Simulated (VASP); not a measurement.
# ZnSe (Stilleite): relaxation of cell and atoms with PBEsol

Crystal: ZnSe (Stilleite).

```
Se Zn
1.0
     0.00000    2.83380    2.83380
     2.83380    0.00000    2.83380
     2.83380    2.83380    0.00000
Se Zn
1 1
Cartesian
  4.2507 4.2507 4.2507
  0.0000 0.0000 0.0000
```

```yaml
Program: VASP 6.6.1
Task: relaxation of cell and atoms
Functional: PBEsol
Potentials_or_basis: VASP PAW PBE potentials, release 64 (Se, Zn)
Cutoff: 600 eV
k_mesh: 8 × 8 × 8
Occupations: fermi-dirac, width 0.05 eV
Spin: no spin polarisation
Target_pressure: 10 GPa
Dipole_correction: no
Further_INCAR_settings: ALGO = Normal; EDIFF = 1e-06; IBRION = 2; EDIFFG = -0.005; NSW = 80; ISIF = 3
```

```yaml
Relaxed_volume: 19.94 Å³/atom
Relaxed_cell: a = 3.835 Å, b = 3.835 Å, c = 3.835 Å, α = 60.00°, β = 60.00°, γ = 60.00°
Space_group_after_relaxing_to_0.05_Å: F-43m (No. 216)
Energy_change_on_relaxing_the_enthalpy_is_what_falls: +68.7 meV/atom
Ionic_steps: 6
Pressure_after_relaxing: 10.0 GPa
Band_gap_on_the_k_mesh: 1.72 eV, direct
```

The path:
```
step  energy change (eV)  largest force (eV/Å)  pressure (GPa)  volume (Å³)
   1              0.0000                0.0000           -0.91        45.51
   2              0.5237                0.0000           23.34        36.05
   3              0.1329                0.0000            9.82        39.96
   4              0.1395                0.0000           10.07        39.85
   5              0.1367                0.0000            9.94        39.90
   6              0.1373                0.0000           10.04        39.89
```

Final structure:
```xyz
2
Lattice="0.0000 2.7118 2.7118 2.7118 0.0000 2.7118 2.7118 2.7118 0.0000" Properties=species:S:1:pos:R:3 pbc="T T T"
Se    4.0678    4.0678    4.0678
Zn    0.0000    0.0000    0.0000
```

Levels at points of the mesh, in eV from the valence-band top:
```
           k point  band 7  band 8  band 9  band 10  band 11  band 12
(0.00, 0.00, 0.00)    0.00    0.00    0.00     1.72     5.66     5.66
(0.50, 0.00, 0.00)   -6.20   -1.09   -1.09     2.66     6.24     6.24
(0.50, 0.50, 0.00)   -5.39   -2.73   -2.73     2.50     3.29    11.66
```

It took 66 s on 1 thread of Intel Xeon 6975P-C, with other jobs on the host, peak memory 0.2 GiB.

Caveat: the cell is relaxed towards a set pressure, so the enthalpy falls and the energy may rise; the PAW data sets were made with another functional, which shifts forces and pressure a little. As with any semilocal functional, this PBEsol gap is likely too small.
